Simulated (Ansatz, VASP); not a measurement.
One calculation of MgSe, two programs

Contents of INCAR:

```
SYSTEM = MgSe
PREC = Accurate
ENCUT = 600
EDIFF = 1E-6
ISMEAR = 0
SIGMA = 0.05
LREAL = .FALSE.
LASPH = .TRUE.
NELM = 120
ALGO = Normal
ISIF = 2
LWAVE = .FALSE.
LCHARG = .FALSE.
GGA = PE
NBANDS = 11
GGA_COMPAT = .FALSE.
```

File KPOINTS:

```
regular mesh
0
G
  8 8 8
  0 0 0
```

The input POSCAR:

```
MgSe
1.0
    0.0000000000      2.7254991651      2.7254991651
    2.7254991651      0.0000000000      2.7254991651
    2.7254991651      2.7254991651      0.0000000000
Mg Se
1 1
Direct
    0.0000000000      0.0000000000      0.0000000000
    0.5000000000      0.5000000000      0.5000000000
```

Input for Ansatz:

```yaml
crystal:
  lattice:
    - [0.0, 2.7254991651, 2.7254991651]
    - [2.7254991651, 0.0, 2.7254991651]
    - [2.7254991651, 2.7254991651, 0.0]
  atoms:
    - { symbol: Mg, position: [0.0, 0.0, 0.0] }
    - { symbol: Se, position: [0.5, 0.5, 0.5] }
basis:
  ecutwfc: 420
  ecutrho_ratio: 4
kpoints:
  mp_grid: { grid: [8, 8, 8] }
hamiltonian:
  xc: pbe
scf:
  occupations: { method: gaussian, width: 0.05 }
output:
  forces: true
  stress: true
  eigenvalues: true
```

Alike in both runs: task single point; functional PBE; k mesh 8 × 8 × 8; occupations gaussian, width 0.05 eV; no spin polarisation.

|  | VASP | Ansatz |
| --- | --- | --- |
| version | VASP 6.6.1 | Ansatz 0.2.0 |
| potentials or method | VASP PAW PBE potentials, release 64 (Mg, Se), cutoff 600 eV | scalar-relativistic, plane waves, PAW |
| valence electrons in the cell | 8 | 26 |

|  | VASP | Ansatz | Ansatz less VASP |
| --- | --- | --- | --- |
| gap on the k mesh at the Fermi level (eV) | 1.80 | 1.82 | +0.023 |
| least direct gap on the mesh (eV) | 2.60 | 2.61 | +0.010 |
| pressure (GPa) | 1.9 | 2.0 | +0.12 |

VASP's potentials hold 8 valence electrons a cell and Ansatz's 26, so a difference there can come from the potentials and not from the codes.
